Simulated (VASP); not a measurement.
## ZnO (CsCl type): relaxation of cell and atoms with PBE

Crystal: ZnO (CsCl type).

```
Zn O
1.0
     2.55606    0.00000    0.00000
     0.00000    2.55606    0.00000
     0.00000    0.00000    2.55606
Zn O
1 1
Direct
  0.00000 0.00000 0.00000
  0.50000 0.50000 0.50000
```

```
Program                : VASP 6.6.1
Task                   : relaxation of cell and atoms
Functional             : PBE
Potentials or basis    : VASP PAW PBE potentials, release 64 (Zn, O)
Cutoff                 : 600 eV
k mesh                 : 15 × 15 × 15
Occupations            : fermi-dirac, width 0.05 eV
Spin                   : no spin polarisation
Target pressure        : 34 GPa
Dipole correction      : no
Further INCAR settings : ALGO = Normal; EDIFF = 1e-06; IBRION = 2; EDIFFG = -0.005; NSW = 32; ISIF = 3
```

| Quantity | Value |
| --- | --- |
| Relaxed volume | 8.38 Å³/atom |
| Relaxed cell | a = 2.559 Å, b = 2.559 Å, c = 2.559 Å, α = 90.00°, β = 90.00°, γ = 90.00° |
| Space group after relaxing (to 0.05 Å) | Pm-3m (No. 221) |
| Energy change on relaxing (the enthalpy is what falls) | -7.2 meV/atom |
| Ionic steps | 3 |
| Pressure after relaxing | 34.0 GPa |

Step by step:
```tsv
step	energy change (eV)	largest force (eV/Å)	pressure (GPa)	volume (Å³)
1	0.0000	0.0000	35.25	16.70
2	-0.0334	0.0000	32.42	16.86
3	-0.0143	0.0000	33.99	16.77
```

Final structure:
```xyz
2
Lattice="2.5594 0.0000 0.0000 0.0000 2.5594 0.0000 0.0000 0.0000 2.5594" Properties=species:S:1:pos:R:3 pbc="T T T"
Zn    0.0000    0.0000    0.0000
O     1.2797    1.2797    1.2797
```

Levels at points of the mesh, in eV from the Fermi level:
```csv
k point,band 6,band 7,band 8,band 9,band 10,band 11,band 12,band 13
"(0.00, 0.00, 0.00)",-5.59,-1.76,-1.76,-1.76,-0.18,14.66,14.66,19.25
```

Run time: 37 s on 1 thread of Intel Xeon 6975P-C, on a shared host, peak memory 0.15 GiB.

Caveat: the cell is relaxed towards a set pressure, so the enthalpy falls and the energy may rise.
